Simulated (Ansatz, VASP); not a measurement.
**WSe2 in VASP and in Ansatz**

```xyz
3
Lattice="3.1980 0.0000 0.0000 -1.5990 2.7695 0.0000 0.0000 0.0000 32.7374" Properties=species:S:1:pos:R:3 pbc="T T T"
Se    0.0000    1.8464   14.5962
Se    0.0000    1.8464   18.1412
W     1.5990    0.9232   16.3687
```

Alike in both runs: task single point; functional PBE; dispersion D3(BJ); k mesh 9 × 9 × 1; occupations gaussian, width 0.02 eV; no spin polarisation.

```csv
,VASP,Ansatz
version,VASP 6.6.1,Ansatz 0.2.0
potentials or method,"VASP PAW PBE potentials, release 64 (Se, W_sv), cutoff 520 eV","scalar-relativistic, plane waves, PAW"
valence electrons in the cell,26,46
```

|  | VASP | Ansatz | Ansatz less VASP |
| --- | --- | --- | --- |
| gap on the k mesh at the Fermi level (eV) | 1.42 | 1.42 | -0.001 |
| least direct gap on the mesh (eV) | 2.11 | 2.11 | 0.000 |
| rms of the force components (eV/Å) | 0.397 | 0.418 | +0.0208 |

VASP's potentials hold 26 valence electrons a cell and Ansatz's 46, so a difference there can come from the potentials and not from the codes.

Spin-orbit coupling is off throughout.
